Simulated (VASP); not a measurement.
# In2Ga2As3P (Cmm2) in VASP: single point with PBEsol

Aim: the single point of In2Ga2As3P with PBEsol.

Everything below comes from runs of VASP 6.6.1. Logs are shortened: lines on timing, memory, paths and dates and some standing lists are left out, and cuts for length are marked.

### Step 1. The cell of the first run

Symmetry: Cmm2, No. 35, orthorhombic system. Conventional cell: a = 8.192 Å, b = 8.221 Å, c = 5.851 Å, α = 90.00°, β = 90.00°, γ = 90.00°. In (site symmetry m) has 1 P at 2.55 Å and 3 As at 2.60 to 2.61 Å within 3.4 Å. Ga (site symmetry m) has 1 P at 2.40 Å and 3 As at 2.47 Å within 3.2 Å. As (site symmetry mm2) has 2 Ga at 2.47 Å and 2 In at 2.60 Å within 3.3 Å. As (site symmetry 2) has 2 Ga at 2.47 Å and 2 In at 2.61 Å within 3.3 Å. P (site symmetry mm2) has 2 Ga at 2.40 Å and 2 In at 2.55 Å within 3.2 Å.

### Step 2. Single point, PBEsol

Input file INCAR:

```
SYSTEM = In2Ga2As3P
PREC = Accurate
ENCUT = 520
EDIFF = 1E-6
ISMEAR = 0
SIGMA = 0.1
LREAL = .False.
LASPH = .True.
NELM = 80
ALGO = Normal
ISIF = 2
LWAVE = .False.
LCHARG = .True.
GGA = PS
LELF = .True.
LVHAR = .True.
NBANDS = 46
```

Input file KPOINTS:

```
Automatic mesh
0
Gamma
  6 6 6
  0 0 0
```

Input file POSCAR:

```
In2Ga2As3P
1.0
    4.1104628607     -4.0960064620      0.0000000000
    4.1104628607      4.0960064620      0.0000000000
    0.0000000000      0.0000000000      5.8510907096
In Ga As P
2 2 3 1
Direct
   -0.0040628566     -0.0040628566      0.5046463887
    0.5040628566      0.5040628566      0.5046463887
   -0.0048256397      0.5048256397     -0.0040804976
    0.5048256397     -0.0048256397     -0.0040804976
    0.2500000000      0.2500000000      0.7696832902
    0.7500000000      0.2500000000      0.2295621356
    0.2500000000      0.7500000000      0.2295621356
    0.7500000000      0.7500000000      0.7700606564
```

Potentials or basis: VASP PAW PBE potentials, release 64 (In_d, Ga_d, As, P).

Command:

```console
$ cat potpaw_PBE.64/In_d/POTCAR potpaw_PBE.64/Ga_d/POTCAR potpaw_PBE.64/As/POTCAR potpaw_PBE.64/P/POTCAR > POTCAR
$ mpirun -np 1 vasp_std > vasp.out
```

OUTCAR:

```text
SYSTEM = In2Ga2As3P
   PREC = Accurate
   ENCUT = 520
   EDIFF = 1E-6
   ISMEAR = 0
   LREAL = .False.
   LASPH = .True.
   NELM = 80
   ISIF = 2
   GGA = PS

 ion  position               nearest neighbor table
   1  0.996  0.996  0.505-   8 2.55   5 2.60   7 2.61   6 2.61
   2  0.504  0.504  0.505-   8 2.55   5 2.60   7 2.61   6 2.61
   3  0.995  0.505  0.996-   8 2.40   7 2.47   6 2.47   5 2.47
   4  0.505  0.995  0.996-   8 2.40   7 2.47   6 2.47   5 2.47
   5  0.250  0.250  0.770-   3 2.47   4 2.47   1 2.60   2 2.60
   6  0.750  0.250  0.230-   3 2.47   4 2.47   1 2.61   2 2.61
   7  0.250  0.750  0.230-   3 2.47   4 2.47   1 2.61   2 2.61
   8  0.750  0.750  0.770-   3 2.40   4 2.40   1 2.55   2 2.55

  LATTYP: Found a base centered orthorhombic cell.
 ALAT       =     8.1920129240
 B/A-ratio  =     1.0035293886
 C/A-ratio  =     0.7142433446

  Lattice vectors:

 A1 = (  -4.1104628607,  -4.0960064620,   0.0000000000)
 A2 = (   4.1104628607,  -4.0960064620,   0.0000000000)
 A3 = (   0.0000000000,   0.0000000000,   5.8510907096)

Analysis of symmetry for initial positions (statically):
=====================================================================
 Subroutine PRICEL returns:
 Original cell was already a primitive cell.

 Routine SETGRP: Setting up the symmetry group for a
 base centered orthorhombic supercell.

 Subroutine GETGRP returns: Found  4 space group operations
 (whereof  2 operations were pure point group operations)
 out of a pool of  8 trial point group operations.

The static configuration has the point symmetry C_1h.
 The point group associated with its full space group is C_2v.

Analysis of symmetry for dynamics (positions and initial velocities):
=====================================================================
 Subroutine PRICEL returns:
 Original cell was already a primitive cell.

 Routine SETGRP: Setting up the symmetry group for a
 base centered orthorhombic supercell.

 Subroutine GETGRP returns: Found  4 space group operations
 (whereof  2 operations were pure point group operations)
 out of a pool of  8 trial point group operations.

The dynamic configuration has the point symmetry C_1h.
 The point group associated with its full space group is C_2v.

 Subroutine INISYM returns: Found  4 space group operations
 (whereof  2 operations are pure point group operations),
 and found     1 'primitive' translations
[... 110 lines left out ...]
   NSW    =      0    number of steps for IOM
   IBRION =     -1    ionic relax: 0-MD 1-quasi-New 2-CG
   NFREE  =      0    steps in history (QN), initial steepest desc. (CG)
   ISIF   =      2    stress and relaxation
   ISYM   =      2    0-nonsym 1-usesym 2-fastsym
   POTIM  = 0.5000    time-step for ionic-motion
   TEBEG  =    0.0;   TEEND  =   0.0 temperature during run
   PSTRESS=    0.0 pullay stress
   NELECT =      72.0000    total number of electrons
   NUPDOWN=      -1.0000    fix difference up-down
   EMIN   =  10.00;   EMAX   =-10.00  energy-range for DOS
   EFERMI =   0.00;   METHOD = LEGACY
   ISMEAR =     0;   SIGMA  =   0.10  broadening in eV -4-tet -1-fermi 0-gaus
   EFERMI_NEDOS =   21; number of points for ismear=-14 and -15
   IALGO  =     38    algorithm
   IMIX   =      4    mixing-type and parameters
     AMIX     =   0.40;   BMIX     =  1.00
     AMIX_MAG =   1.60;   BMIX_MAG =  1.00
  volume/ion in A,a.u.               =      24.63       166.20
  Fermi-wavevector in a.u.,A,eV,Ry     =   1.170432  2.211796 18.638778  1.369912
  Thomas-Fermi vector in A             =   2.306891
   LORBIT       =      0    0 simple, 1 ext, 2 COOP (PROOUT), +10 PAW based schemes
   GGA     = PS    functional components
   LHFCALC =     F    Hartree Fock is set to
   AEXX    =    0.0000 exact exchange contribution
   IVDW    =     0    specifies the selected vdW correction
   LEPSILON=     F    determine dielectric tensor
   LRPA    =     F    only Hartree local field effects (RPA)
 non-spin polarized calculation
 Gauss-broadening in eV      SIGMA  =   0.10
  energy-cutoff  :      520.00
  volume of cell :      197.02
 maximum number of plane-waves:      5336
 NGX is ok and might be reduce to    48
   NGX = 21   NGY = 21   NGZ = 21

 number of electron      72.0000020 magnetization

 Free energy of the ion-electron system (eV)
  ---------------------------------------------------
  ext. energy  EPLUGINS =         0.00000000
  ---------------------------------------------------
  free energy    TOTEN  =       -35.70475541 eV

  energy without entropy =      -35.70409770  energy(sigma->0) =      -35.70442656

 E-fermi :   4.3773     XC(G=0):  -9.5450

 val. band max:        4.3400065886   @ k =   0.0000   0.0000   0.0000
 cond. band min:       4.3911604134   @ k =   0.0000   0.0000   0.0000
 fundamental gap:      0.0511538248
 Fermi energy:         4.3773009843

 k-point     1 :       0.0000    0.0000    0.0000
  band No.  band energies     occupation
      1     -10.5584      2.00000
      2     -10.5493      2.00000
      3     -10.5420      2.00000
      4     -10.4844      2.00000
      5     -10.4815      2.00000
      6     -10.4550      2.00000
[... 1165 lines left out ...]
     45       9.5780      0.00000
     46       9.6117      0.00000

 [... further k-points ...]

------------------------ aborting loop because EDIFF is reached ----------------------------------------

  FORCE on cell =-STRESS in cart. coord.  units (eV):
  Direction    XX          YY          ZZ          XY          YZ          ZX
  --------------------------------------------------------------------------------------
  -------------------------------------------------------------------------------------
  Total        0.0977890      0.1289332      0.1160780      0.0000000      0.0000000      0.0000000
  in kB        0.7952112      1.0484725      0.9439356      0.0000000      0.0000000      0.0000000
  external PRESSURE =       0.9292064 kB  Pullay stress =       0.0000000 kB

 VOLUME and BASIS-vectors are now :
 -----------------------------------------------------------------------------
  energy-cutoff  :      520.00
  volume of cell :      197.02
      direct lattice vectors                 reciprocal lattice vectors
     4.110462861 -4.096006462  0.000000000     0.121640802 -0.122070120  0.000000000
     4.110462861  4.096006462  0.000000000     0.121640802  0.122070120  0.000000000
     0.000000000  0.000000000  5.851090710     0.000000000  0.000000000  0.170908306

 POSITION                                       TOTAL-FORCE (eV/Angst)
 -----------------------------------------------------------------------------------
      8.18753      0.00000      2.95273        -0.004341      0.000000      0.009134
      4.14386      0.00000      2.95273         0.004341      0.000000      0.009134
      6.16569     -2.00847      5.82722         0.000000      0.012569     -0.002525
      6.16569      2.00847      5.82722         0.000000     -0.012569     -0.002525
      2.05523      0.00000      4.50349         0.000000      0.000000     -0.003417
      4.11046     -2.04800      1.34319         0.000000      0.000000     -0.002115
      4.11046      2.04800      1.34319        -0.000000      0.000000     -0.002115
      6.16569      0.00000      4.50569         0.000000      0.000000     -0.005571
 -----------------------------------------------------------------------------------
    total drift:                               -0.000000      0.000000      0.000075

  FREE ENERGIE OF THE ION-ELECTRON SYSTEM (eV)
  ---------------------------------------------------
  free  energy   TOTEN  =       -35.7047554090 eV

  energy  without entropy=      -35.7040977042  energy(sigma->0) =      -35.70442656
```

OSZICAR:

```text
N       E                     dE             d eps       ncg     rms          rms(c)
DAV:   1     0.683024543996E+03    0.68302E+03   -0.32288E+04  4938   0.199E+03
DAV:   2     0.769242747894E+02   -0.60610E+03   -0.58675E+03  4948   0.545E+02
DAV:   3    -0.296882473739E+02   -0.10661E+03   -0.10313E+03  5496   0.199E+02
DAV:   4    -0.365581308748E+02   -0.68699E+01   -0.68229E+01  6048   0.490E+01
DAV:   5    -0.367865495946E+02   -0.22842E+00   -0.22820E+00  6598   0.961E+00    0.881E+00
DAV:   6    -0.358232238750E+02    0.96333E+00   -0.17285E+00  6696   0.152E+01    0.460E+00
DAV:   7    -0.357127144879E+02    0.11051E+00   -0.84150E-01  6756   0.460E+00    0.146E+00
DAV:   8    -0.357051225763E+02    0.75919E-02   -0.13516E-01  6346   0.362E+00    0.677E-01
DAV:   9    -0.357044156541E+02    0.70692E-03   -0.19600E-02  6836   0.183E+00    0.351E-01
DAV:  10    -0.357046675455E+02   -0.25189E-03   -0.38603E-03  7272   0.606E-01    0.167E-01
DAV:  11    -0.357047712222E+02   -0.10368E-03   -0.62653E-04  6142   0.124E-01    0.691E-02
DAV:  12    -0.357047513550E+02    0.19867E-04   -0.14084E-04  6696   0.874E-02    0.349E-02
DAV:  13    -0.357047545778E+02   -0.32228E-05   -0.26437E-05  5356   0.396E-02    0.231E-02
DAV:  14    -0.357047554090E+02   -0.83125E-06   -0.38264E-06  5010   0.103E-02
   1 F= -.35704755E+02 E0= -.35704427E+02  d E =-.657705E-03
```

Run time: 13 min. Hardware: 1 thread of Intel Xeon 8259CL, shared host; peak memory 0.62 GiB.

Results:

```
Free energy            : -35.7048 eV
Pressure               : 0.1 GPa
Largest force          : 0.013 eV/Å
Band gap on the k mesh : 0.05 eV
```

Forces on the atoms (eV/Å):
```
In  -0.004  0.000  0.009
In   0.004  0.000  0.009
Ga   0.000  0.013 -0.003
Ga   0.000 -0.013 -0.003
As   0.000  0.000 -0.003
As   0.000  0.000 -0.002
As   0.000  0.000 -0.002
P    0.000  0.000 -0.006
```

Caveat: the PAW data sets were made with another functional, which shifts forces and pressure a little; spin-orbit coupling is left out, which moves the levels of the heavy elements.
